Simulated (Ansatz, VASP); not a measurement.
## AgCl: VASP beside Ansatz

```
Ag Cl
1.0
     3.33221   -0.05878   -0.05878
    -0.05878    3.33221   -0.05878
    -0.05878   -0.05878    3.33221
Ag Cl
1 1
Direct
  0.00000 0.00000 0.00000
  0.50000 0.50000 0.50000
```

Alike in both runs: task single point; functional PBEsol; k mesh 12 × 12 × 12; occupations gaussian, width 0.05 eV; no spin polarisation.

|  | VASP | Ansatz |
| --- | --- | --- |
| version | VASP 6.6.1 | Ansatz 0.2.0 |
| potentials or method | VASP PAW PBE potentials, release 64 (Ag, Cl), cutoff 520 eV | scalar-relativistic, plane waves, PAW |
| valence electrons in the cell | 18 | 26 |

Ansatz gave:

```
gap on the k mesh at the Fermi level (eV)                     : 0.34
least direct gap on the mesh (eV)                             : 2.22
pressure (GPa)                                                : 0.1
traceless stress, the component that is largest in VASP (GPa) : -0.39
```

Task: Estimate VASP's values.

Result: gap on the k mesh at the Fermi level (eV): 0.34; least direct gap on the mesh (eV): 2.22; pressure (GPa): 0.0; traceless stress, the component that is largest in VASP (GPa): -0.39.

VASP's potentials were made for PBE, not for PBEsol. VASP's potentials hold 18 valence electrons a cell and Ansatz's 26, so a difference there can come from the potentials and not from the codes.
